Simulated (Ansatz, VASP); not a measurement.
One calculation of SrCaTe2, two programs

```xyz
4
Lattice="2.2657 1.3081 7.4047 -2.2657 1.3081 7.4047 0.0000 -2.6163 7.4047" Properties=species:S:1:pos:R:3 pbc="T T T"
Ca    2.2657    1.3081    7.4047
Sr    0.0000    0.0000   11.1070
Te    0.0000    0.0000    5.6480
Te    0.0000    0.0000   16.5660
```

Alike in both runs: task single point; functional r2SCAN; k mesh 6 × 6 × 6; no spin polarisation.

```csv
,VASP,Ansatz
version,VASP 6.6.1,Ansatz 0.2.0
potentials or method,"VASP PAW PBE potentials, release 64 (Ca_sv, Sr_sv, Te)","plane waves, PAW"
plane-wave cutoff (eV),520,500
occupations,"gaussian, width 0.01 eV",fixed
valence electrons in the cell,32,52
```

Ansatz gave:

```
gap on the k mesh at the Fermi level (eV) : 1.87
pressure (GPa)                            : 2.6
rms of the force components (eV/Å)        : 0.006
```

Q: Which values does VASP return?

A: gap on the k mesh at the Fermi level (eV): 1.85; pressure (GPa): 2.8; rms of the force components (eV/Å): 0.003.

VASP's potentials were made for PBE, not for r2SCAN. Atom by atom the forces differ by 0.002 eV/Å (rms over components). VASP's potentials hold 32 valence electrons a cell and Ansatz's 52, so a difference there can come from the potentials and not from the codes.

Neither program's run includes spin-orbit coupling.
